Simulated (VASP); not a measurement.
# SrO (Fm-3m) in VASP: further runs, part 2 of 2

VASP 6.6.1.

## 3. Dielectric tensor, PBE

This run uses another cell than the first one, of 17.17 Å³/atom, 1.022 times its volume.

File INCAR:

```
SYSTEM = SrO
PREC = Accurate ; ENCUT = 520
EDIFF = 1E-8 ; ISMEAR = 0
SIGMA = 0.01 ; LREAL = .False.
LASPH = .True. ; NELM = 80
ALGO = Normal ; ISIF = 2
LWAVE = .False. ; LCHARG = .False.
GGA = PE ; LEPSILON = .True.
```

File KPOINTS:

```
Automatic mesh
0
Gamma
  8 8 8
  0 0 0
```

File POSCAR:

```
SrO
1.0
    0.0000000000      2.5798927426      2.5798927426
    2.5798927426      0.0000000000      2.5798927426
    2.5798927426      2.5798927426      0.0000000000
Sr O
1 1
Direct
    0.5000000000      0.5000000000      0.5000000000
    0.0000000000      0.0000000000      0.0000000000
```

Potentials or basis: VASP PAW PBE potentials, release 64 (Sr_sv, O).

Command:

```
> cat potpaw_PBE.64/Sr_sv/POTCAR potpaw_PBE.64/O/POTCAR > POTCAR
> mpirun -np 1 vasp_std > vasp.out
```

OUTCAR:

```text
SYSTEM = SrO
   PREC = Accurate
   ENCUT = 520
   EDIFF = 1E-8
   ISMEAR = 0
   LREAL = .False.
   LASPH = .True.
   NELM = 80
   ISIF = 2
   GGA = PE
   LEPSILON = .True.

 ion  position               nearest neighbor table
   1  0.500  0.500  0.500-   2 2.58   2 2.58   2 2.58   2 2.58   2 2.58   2 2.58
   2  0.000  0.000  0.000-   1 2.58   1 2.58   1 2.58   1 2.58   1 2.58   1 2.58

  LATTYP: Found a face centered cubic cell.
 ALAT       =     5.1597854852

  Lattice vectors:

 A1 = (   0.0000000000,   2.5798927426,   2.5798927426)
 A2 = (   2.5798927426,   0.0000000000,   2.5798927426)
 A3 = (   2.5798927426,   2.5798927426,   0.0000000000)

Analysis of symmetry for initial positions (statically):
=====================================================================
 Subroutine PRICEL returns:
 Original cell was already a primitive cell.

 Routine SETGRP: Setting up the symmetry group for a
 face centered cubic supercell.

 Subroutine GETGRP returns: Found 48 space group operations
 (whereof 48 operations were pure point group operations)
 out of a pool of 48 trial point group operations.

The static configuration has the point symmetry O_h .

Analysis of symmetry for dynamics (positions and initial velocities):
=====================================================================
 Subroutine PRICEL returns:
 Original cell was already a primitive cell.

 Routine SETGRP: Setting up the symmetry group for a
 face centered cubic supercell.

 Subroutine GETGRP returns: Found 48 space group operations
 (whereof 48 operations were pure point group operations)
 out of a pool of 48 trial point group operations.

The dynamic configuration has the point symmetry O_h .

 Subroutine INISYM returns: Found 48 space group operations
 (whereof 48 operations are pure point group operations),
 and found     1 'primitive' translations

----------------------------------------------------------------------------------------

                                     Primitive cell

  volume of cell :      34.3427

  direct lattice vectors                    reciprocal lattice vectors
     0.000000000  2.579892743  2.579892743    -0.193806507  0.193806507  0.193806507
     2.579892743  0.000000000  2.579892743     0.193806507 -0.193806507  0.193806507
     2.579892743  2.579892743  0.000000000     0.193806507  0.193806507 -0.193806507

  length of vectors
     3.648519306  3.648519306  3.648519306     0.335682716  0.335682716  0.335682716

  position of ions in fractional coordinates (direct lattice)
     0.500000000  0.500000000  0.500000000
     0.000000000  0.000000000  0.000000000

  ion indices of the primitive-cell ions
   primitive index   ion index
[... 136 lines left out ...]
     12       7.8024      0.00000
[... 331 lines left out ...]
 k-point    24 :      -0.3750    0.2500    0.1250
  band No.  band energies     occupation
      1     -30.6588      2.00000
      2     -14.6533      2.00000
      3     -12.8338      2.00000
      4     -12.6800      2.00000
      5     -11.6226      2.00000
      6       0.0528      2.00000
      7       0.7600      2.00000
      8       0.8330      2.00000
      9       7.9444      0.00000
     10       8.3061      0.00000
     11      10.8323      0.00000
     12      11.0412      0.00000

 [... further k-points ...]

  FORCE on cell =-STRESS in cart. coord.  units (eV):
  Direction    XX          YY          ZZ          XY          YZ          ZX
  --------------------------------------------------------------------------------------
  -------------------------------------------------------------------------------------
  Total        0.5058698      0.5058698      0.5058698      0.0000000      0.0000000     -0.0000000
  in kB       23.6001307     23.6001307     23.6001307      0.0000000      0.0000000     -0.0000000
  external PRESSURE =      23.6001307 kB  Pullay stress =       0.0000000 kB

 VOLUME and BASIS-vectors are now :
 -----------------------------------------------------------------------------
  energy-cutoff  :      520.00
  volume of cell :       34.34
      direct lattice vectors                 reciprocal lattice vectors
     0.000000000  2.579892743  2.579892743    -0.193806507  0.193806507  0.193806507
     2.579892743  0.000000000  2.579892743     0.193806507 -0.193806507  0.193806507
     2.579892743  2.579892743  0.000000000     0.193806507  0.193806507 -0.193806507

 POSITION                                       TOTAL-FORCE (eV/Angst)
 -----------------------------------------------------------------------------------
      2.57989      2.57989      2.57989        -0.000000     -0.000000      0.000000
      0.00000      0.00000      0.00000         0.000000      0.000000     -0.000000
 -----------------------------------------------------------------------------------
    total drift:                                0.000000      0.000000      0.000000

  FREE ENERGIE OF THE ION-ELECTRON SYSTEM (eV)
  ---------------------------------------------------
  free  energy   TOTEN  =       -12.0479123869 eV

  energy  without entropy=      -12.0479123869  energy(sigma->0) =      -12.04791239

 HEAD OF MICROSCOPIC STATIC DIELECTRIC TENSOR (INDEPENDENT PARTICLE, excluding Hartree and local field effects)
 ------------------------------------------------------
           3.957985     0.000000    -0.000000
           0.000000     3.957985    -0.000000
           0.000000     0.000000     3.957985
 ------------------------------------------------------

 Free energy of the ion-electron system (eV)
  ---------------------------------------------------
  ---------------------------------------------------
  free energy    TOTEN  =        -0.29500487 eV

  energy without entropy =       -0.29500487

------------------------ aborting loop because EDIFF is reached ----------------------------------------

--------------------------------------- Ionic step        2  -------------------------------------------

------------------------ aborting loop because EDIFF is reached ----------------------------------------

--------------------------------------- Ionic step        3  -------------------------------------------

 Free energy of the ion-electron system (eV)
  ---------------------------------------------------
  ---------------------------------------------------
  free energy    TOTEN  =        -0.29500491 eV

  energy without entropy =       -0.29500491

------------------------ aborting loop because EDIFF is reached ----------------------------------------

 PIEZOELECTRIC TENSOR FIELD DIRECTION 3  (e Angst)
 -----------------------------------------------------------------------------
     0.00002  0.00000 -0.00000           ( -0.00001  0.00000 -0.00000)
     0.00000  0.00002  0.00000           (  0.00000 -0.00001  0.00000)
    -0.00000  0.00000 -0.00076           ( -0.00000  0.00000 -0.00001)

 PIEZOELECTRIC TENSOR FIELD DIRECTION 3  (C/m^2)
 -----------------------------------------------------------------------------
     0.00001  0.00000 -0.00000
     0.00000  0.00001  0.00000
    -0.00000  0.00000 -0.00035

 MACROSCOPIC STATIC DIELECTRIC TENSOR (including local field effects in DFT)
 ------------------------------------------------------
           3.814107     0.000000    -0.000000
           0.000000     3.814107     0.000000
          -0.000000    -0.000000     3.814107
 ------------------------------------------------------

 PIEZOELECTRIC TENSOR (including local field effects)  for field in x, y, z        (e  Angst)
          XX          YY          ZZ          XY          YZ          ZX
  --------------------------------------------------------------------------------
  x     0.00000     0.00000     0.00000     0.00000     0.00000     0.00000
  y     0.00000     0.00000     0.00000     0.00000     0.00000     0.00000
  z     0.00000     0.00000     0.00000     0.00000     0.00000     0.00000

 PIEZOELECTRIC TENSOR (including local field effects)  for field in x, y, z        (C/m^2)
          XX          YY          ZZ          XY          YZ          ZX
  --------------------------------------------------------------------------------
  x     0.00000     0.00000     0.00000     0.00000     0.00000     0.00000
  y     0.00000     0.00000     0.00000     0.00000     0.00000     0.00000
  z     0.00000     0.00000     0.00000     0.00000     0.00000     0.00000

 BORN EFFECTIVE CHARGES (including local field effects) (in |e|, cummulative output)
 ---------------------------------------------------------------------------------
 ion    1
    1     2.45187     0.00000     0.00000
    2     0.00000     2.45187     0.00000
    3    -0.00000    -0.00000     2.45187
 ion    2
    1    -2.45187     0.00000    -0.00000
    2    -0.00000    -2.45187    -0.00000
    3     0.00000     0.00000    -2.45187
```

It took 8.2 min on 1 thread of AMD EPYC 7R43 (Zen 3), shared host; peak memory 0.18 GiB.

What came out:

* Band gap on the k mesh: 3.27 eV, indirect (least direct gap 3.37 eV)
* Electronic dielectric tensor (diagonal): 3.81
* Born charges (mean of the diagonal): Sr +2.45; O -2.45 e

Levels at points of the mesh, in eV from the valence-band top:
| k point | band 5 | band 6 | band 7 | band 8 | band 9 | band 10 | band 11 | band 12 |
| --- | --- | --- | --- | --- | --- | --- | --- | --- |
| (0.00, 0.00, 0.00) | -14.07 | 0.00 | 0.00 | 0.00 | 3.91 | 6.19 | 6.19 | 6.19 |
| (0.50, 0.00, 0.00) | -12.89 | -2.15 | -1.12 | -1.12 | 6.51 | 8.37 | 8.79 | 8.79 |
| (0.50, 0.50, 0.00) | -14.43 | -0.45 | -0.09 | -0.09 | 3.27 | 7.73 | 10.11 | 10.29 |

Electronic dielectric tensor:
```
3.81 0.00 0.00
0.00 3.81 0.00
0.00 0.00 3.81
```

Born effective charge tensors (e):
atom 1, Sr
```
2.45 0.00 0.00
0.00 2.45 0.00
0.00 0.00 2.45
```
atom 2, O
```
-2.45  0.00  0.00
 0.00 -2.45  0.00
 0.00  0.00 -2.45
```
